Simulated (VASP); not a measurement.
Set up this calculation in VASP 6.6.1, as the native input.

```
Task                   : single point
Functional             : PBE
Potentials or basis    : VASP PAW PBE potentials, release 64 (Sr_sv, Al, Bi_d)
Cutoff                 : 520 eV
k mesh                 : 4 × 4 × 4
Occupations            : gaussian, width 0.1 eV
Spin                   : no spin polarisation
Dipole correction      : no
Further INCAR settings : ALGO = Normal; EDIFF = 1e-06; NBANDS = 28
```

The structure of SrAl4Bi lies in POSCAR:

```
SrAl4Bi
1.0
    0.0000000000      4.0936801980      4.0936801980
    4.0936801980      0.0000000000      4.0936801980
    4.0936801980      4.0936801980      0.0000000000
Sr Al Bi
1 4 1
Direct
    0.2500000000      0.2500000000      0.2500000000
    0.6252610912      0.1242167263      0.6252610912
    0.6252610912      0.6252610912      0.1242167263
    0.6252610912      0.6252610912      0.6252610912
    0.1242167263      0.6252610912      0.6252610912
    0.0000000000      0.0000000000      0.0000000000
```

These files were run (other wordings do the same):

INCAR

```
SYSTEM = SrAl4Bi
ALGO     = Normal         ! electronic algorithm
EDIFF    = 1E-6           ! SCF threshold, eV
ENCUT    = 520            ! plane-wave cutoff, eV
GGA      = PE             ! functional
ISIF     = 2              ! what is computed and relaxed
ISMEAR   = 0              ! smearing method
LASPH    = .TRUE.         ! aspherical terms in the spheres
LCHARG   = .FALSE.        ! write CHGCAR
LREAL    = .FALSE.        ! projectors in reciprocal space
LWAVE    = .FALSE.        ! write WAVECAR
NBANDS   = 28             ! bands
NELM     = 60             ! most SCF steps
PREC     = Accurate       ! precision mode
SIGMA    = 0.1            ! smearing width, eV
```

KPOINTS

```
k-points
0
G
  4 4 4
  0 0 0
```

Potentials or basis: VASP PAW PBE potentials, release 64 (Sr_sv, Al, Bi_d).

Run with:

```bash
$ cat potpaw_PBE.64/Sr_sv/POTCAR potpaw_PBE.64/Al/POTCAR potpaw_PBE.64/Bi_d/POTCAR > POTCAR
$ mpirun -np 1 vasp_std > vasp.out
```

Results of the run:

```
Pressure               : 0.1 GPa
Largest force          : 0.003 eV/Å
Band gap on the k mesh : zero (an odd number of electrons rules out a gap without spin polarisation)
```

Caveat: spin-orbit coupling is left out, which moves the levels of the heavy elements.

Run time: 39 s on 1 thread of Intel(R) Xeon(R) Platinum 8488C (Sapphire Rapids) (shared host), peak memory 0.33 GiB.
